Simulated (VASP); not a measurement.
A run of VASP 6.6.1 is set up as follows.

INCAR

```
SYSTEM = SnSe
PREC = Accurate
ENCUT = 520
EDIFF = 1E-6
ISMEAR = 0
SIGMA = 0.01
LREAL = .False.
LASPH = .True.
NELM = 100
ALGO = Normal
ISIF = 2
LWAVE = .False.
LCHARG = .False.
GGA = PE
IVDW = 12
NBANDS = 28
```

The input KPOINTS:

```
Automatic mesh
0
Gamma
  10 10 8
  0 0 0
```

The input POSCAR:

```
SnSe
1.0
    2.1422922433     -5.9678352293      0.0000000000
    2.1422922433      5.9678352293      0.0000000000
    0.0000000000      0.0000000000      4.2883473861
Sn Se
2 2
Direct
    0.8724673601      0.1275326399      0.2500000000
    0.1275326399      0.8724673601      0.7500000000
    0.6430977125      0.3569022875      0.2500000000
    0.3569022875      0.6430977125      0.7500000000
```

Potentials or basis: VASP PAW PBE potentials, release 64 (Sn_d, Se).

The run is started by

```bash
$ cat potpaw_PBE.64/Sn_d/POTCAR potpaw_PBE.64/Se/POTCAR > POTCAR
$ mpirun -np 1 vasp_std > vasp.out
```

(1) Estimate the pressure.

(2) Predict the band gap on the k mesh.

(3) What does it give for the dispersion energy per atom?

Answers

(1) -1.8 GPa.

(2) 0.38 eV, indirect (least direct gap 0.59 eV).

(3) -0.352 eV.

Caveat: spin-orbit coupling is left out, which moves the levels of the heavy elements.
